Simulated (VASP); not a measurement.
MnAs: single point with PBE

The system is MnAs.

```xyz
4
Lattice="3.7588 0.0000 0.0000 -1.8794 3.2552 0.0000 0.0000 0.0000 5.7659" Properties=species:S:1:pos:R:3 pbc="T T T"
As    1.8794    1.0851    4.3244
As    0.0000    2.1702    1.4415
Mn    0.0000    0.0000    2.8829
Mn    0.0000    0.0000    0.0000
```

```yaml
Program: VASP 6.6.1
Task: single point
Functional: PBE
Potentials_or_basis: VASP PAW PBE potentials, release 64 (As, Mn_pv)
Cutoff: 520 eV
k_mesh: 8 × 8 × 5
Occupations: fermi-dirac, width 0.05 eV
Spin: collinear spin, ferromagnetic start
Starting_moments: "[0.0, 0.0, 4.0, 4.0] μB"
```

- Pressure: -5.4 GPa
- Net moment: 6.56 μB per cell
- Site moments: As -0.13; Mn +3.34 μB
- Valence electrons inside the program's atomic spheres: As 2.77; Mn 11.52

Stress tensor (GPa, compression positive):
```
-4.60  0.00  0.00
 0.00 -4.60  0.00
 0.00  0.00 -7.01
```

Levels at points of the mesh, in eV from the Fermi level:
Spin up:
```
           k point  band 19  band 20  band 21  band 22  band 23  band 24
(0.00, 0.00, 0.00)    -0.65     0.54     0.54     1.44     2.66     2.66
(0.50, 0.00, 0.00)    -1.99    -1.97    -1.73    -0.75     0.90     2.94
```
Spin down:
```
           k point  band 13  band 14  band 15  band 16  band 17  band 18
(0.00, 0.00, 0.00)     0.01     0.01     0.13     0.13     0.48     0.48
(0.50, 0.00, 0.00)    -2.54    -1.96    -1.13     0.73     0.82     0.86
```

Wall time 3.2 min on 1 thread of Oxide Virtual Turin-like Processor, on a shared host, peak memory 0.23 GiB.

Caveat: only a ferromagnetic start was run, and an antiferromagnetic order may lie lower in energy.
